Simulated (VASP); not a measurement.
# Os (Fm-3m) in VASP: a series of runs, part 2 of 2

VASP 6.6.1. The steps go on from the part before.

## 3. Electric field gradients, PBE (15.60 Å³/atom)

This run uses another cell than the first one, of 15.60 Å³/atom.

The input, INCAR:

```
ALGO = Normal ; EDIFF = 1E-8
ENCUT = 520 ; GGA = PE
ISIF = 2 ; ISMEAR = -1
LASPH = T ; LCHARG = F
LEFG = T ; LREAL = F
LWAVE = F ; NBANDS = 10
NELM = 60 ; PREC = Accurate
SIGMA = 0.03
```

The input, KPOINTS:

```
k-points
0
Gamma
  14 14 14
```

The input, POSCAR:

```
Os
1.0
    0.0000000000      1.9831469396      1.9831469396
    1.9831469396      0.0000000000      1.9831469396
    1.9831469396      1.9831469396      0.0000000000
Os
1
Direct
    0.0000000000      0.0000000000      0.0000000000
```

Potentials or basis: VASP PAW PBE potentials, release 64 (Os).

The run is started by

```
> cat potpaw_PBE.64/Os/POTCAR > POTCAR
> mpirun -np 1 vasp_std > vasp.out
```

OUTCAR:

```text
EDIFF = 1E-8
   ENCUT = 520
   GGA = PE
   ISIF = 2
   ISMEAR = -1
   LASPH = T
   LREAL = F
   NELM = 60
   PREC = Accurate

 ion  position               nearest neighbor table
   1  0.000  0.000  0.000-

  LATTYP: Found a face centered cubic cell.
 ALAT       =     3.9662938792

  Lattice vectors:

 A1 = (   0.0000000000,   1.9831469396,   1.9831469396)
[... 518 lines left out ...]
 -----------------------------------------------------------------------------------
    total drift:                                0.000000     -0.000000      0.000000

  FREE ENERGIE OF THE ION-ELECTRON SYSTEM (eV)
  ---------------------------------------------------
  free  energy   TOTEN  =       -10.9886940215 eV

  energy  without entropy=      -10.9838761989  energy(sigma->0) =      -10.98628511

 Electric field gradients (V/A^2)
---------------------------------------------------------------------
 ion       V_xx      V_yy      V_zz      V_xy      V_xz      V_yz
---------------------------------------------------------------------
   1      -0.000     0.000    -0.000     0.000     0.000     0.000
---------------------------------------------------------------------

 Electric field gradients after diagonalization (V/A^2)
 (convention: |V_zz| > |V_xx| > |V_yy|)
----------------------------------------------------------------------
 ion       V_xx      V_yy      V_zz     asymmetry (V_yy - V_xx)/ V_zz
----------------------------------------------------------------------
   1      -0.000    -0.000     0.000       0.000
----------------------------------------------------------------------

           NMR quadrupolar parameters

 Cq : quadrupolar parameter    Cq=e*Q*V_zz/h
 eta: asymmetry parameters     (V_yy - V_xx)/ V_zz
 Q  : nuclear electric quadrupole moment in mb (millibarn)
----------------------------------------------------------------------
 ion       Cq(MHz)       eta       Q (mb)
----------------------------------------------------------------------
   1       0.000       0.000       1.000
----------------------------------------------------------------------
```

stdout:

```text
POSCAR found type information on POSCAR Os
 POSCAR found :  1 types and       1 ions
 scaLAPACK will be used
 LDA part: xc-table for (Slater+PW92), standard interpolation
 POSCAR, INCAR and KPOINTS ok, starting setup
 FFT: planning ... GRIDC
 FFT: planning ... GRID_SOFT
 FFT: planning ... GRID
 WAVECAR not read
 entering main loop
ion   1
```

Run time: 26 s. Hardware: 1 thread of AMD EPYC 7R13, shared host; peak memory 0.12 GiB.

What came out:

```yaml
Free_energy: -10.9887 eV
Pressure: -27.2 GPa
Band_gap_on_the_k_mesh: zero (bands 4 and 5 overlap by 3.30 eV)
Largest_electric_field_gradient_by_atom: zero within the noise of the run
```

Levels at points of the mesh, in eV from the Fermi level:
```tsv
k point	band 2	band 3	band 4	band 5	band 6	band 7
(0.00, 0.00, 0.00)	-2.52	-2.52	-2.52	0.05	0.05	14.33
(0.50, 0.00, 0.00)	-2.64	-2.64	-0.11	2.08	2.08	7.72
(0.50, 0.50, 0.00)	-5.85	2.03	2.20	2.65	2.65	10.62
```

Caveat: the cell stands under tension; spin-orbit coupling is left out, which moves the levels of the heavy elements.

## 4. Single point, PBE

This run uses another cell than the first one, of 14.72 Å³/atom.

The input, POSCAR:

```
Os
1.0
    0.0000000000      1.9450000000      1.9450000000
    1.9450000000      0.0000000000      1.9450000000
    1.9450000000      1.9450000000      0.0000000000
Os
1
Direct
    0.0000000000      0.0000000000      0.0000000000
```

The input, INCAR.step1:

```
PREC     = Accurate       # precision mode
ENCUT    = 520            # plane-wave cutoff, eV
EDIFF    = 1E-6           # SCF threshold, eV
ISMEAR   = -1             # smearing method
SIGMA    = 0.03           # smearing width, eV
LREAL    = F              # projectors in reciprocal space
LASPH    = T              # aspherical terms in the spheres
NELM     = 60             # most SCF steps
ALGO     = Normal         # electronic algorithm
ISIF     = 2              # what is computed and relaxed
LWAVE    = F              # write WAVECAR
LCHARG   = T              # write CHGCAR
LMAXMIX  = 4              # l up to which the mixer works
GGA      = PE             # functional
NBANDS   = 10             # bands
```

The input, KPOINTS.step1:

```
regular mesh
0
Gamma
  14 14 14
```

The input, INCAR.step2:

```
PREC     = Accurate       # precision mode
ENCUT    = 520            # plane-wave cutoff, eV
EDIFF    = 1E-6           # SCF threshold, eV
ISMEAR   = -5             # smearing method
SIGMA    = 0.03           # smearing width, eV
LREAL    = F              # projectors in reciprocal space
LASPH    = T              # aspherical terms in the spheres
NELM     = 60             # most SCF steps
ALGO     = Normal         # electronic algorithm
ISIF     = 2              # what is computed and relaxed
LWAVE    = F              # write WAVECAR
LCHARG   = F              # write CHGCAR
LMAXMIX  = 4              # l up to which the mixer works
GGA      = PE             # functional
LORBIT   = 10             # projections on sites
NBANDS   = 10             # bands
NEDOS    = 2001           # points of the DOS
ICHARG   = 11             # starting density
```

The input, KPOINTS.step2:

```
regular mesh
0
Gamma
  21 21 21
```

The run is started by

```
> cat potpaw_PBE.64/Os/POTCAR > POTCAR
> cp INCAR.step1 INCAR
> cp KPOINTS.step1 KPOINTS
> mpirun -np 1 vasp_std > vasp.out
> cp INCAR.step2 INCAR
> cp KPOINTS.step2 KPOINTS
> mpirun -np 1 vasp_std > vasp.out
```

It took 36 s on 1 thread of AMD EPYC 7R13, shared host; peak memory 0.13 GiB.

It converged, with:

```yaml
Valence_electrons_inside_the_program's_atomic_spheres: Os 7.30
```

Levels at points of the mesh, in eV from the Fermi level:
| k point | band 2 | band 3 | band 4 | band 5 | band 6 | band 7 |
| --- | --- | --- | --- | --- | --- | --- |
| (0.00, 0.00, 0.00) | -2.80 | -2.80 | -2.80 | 0.02 | 0.02 | 14.28 |

Caveat: spin-orbit coupling is left out, which moves the levels of the heavy elements; tetrahedron occupations give inexact forces and stress in metals.

## 5. The runs side by side

| task | cell | k mesh for the DOS | occupations for the DOS | gap on the mesh (eV) | pressure (GPa) |
| --- | --- | --- | --- | --- | --- |
| electric field gradients | a = 2.778 Å, angles 60.0°, 1 atom | - | - | none | -19.3 |
| electric field gradients | a = 2.805 Å, angles 60.0°, 1 atom | - | - | none | -27.2 |
| single point | a = 2.751 Å, angles 60.0°, 1 atom | 21 × 21 × 21 | tetrahedron | - | - |

Alike in all rows: level PBE; potentials or basis VASP PAW PBE potentials, release 64 (Os); no spin polarisation; k mesh 14 × 14 × 14; cutoff (eV) 520; smearing fermi-dirac 0.03 eV.

Caveats: spin-orbit coupling is left out, which moves the levels of the heavy elements; the cell stands under tension (at least some runs); tetrahedron occupations give inexact forces and stress in metals (at least some runs).

Absolute energies hang on the potentials; compare differences alone.
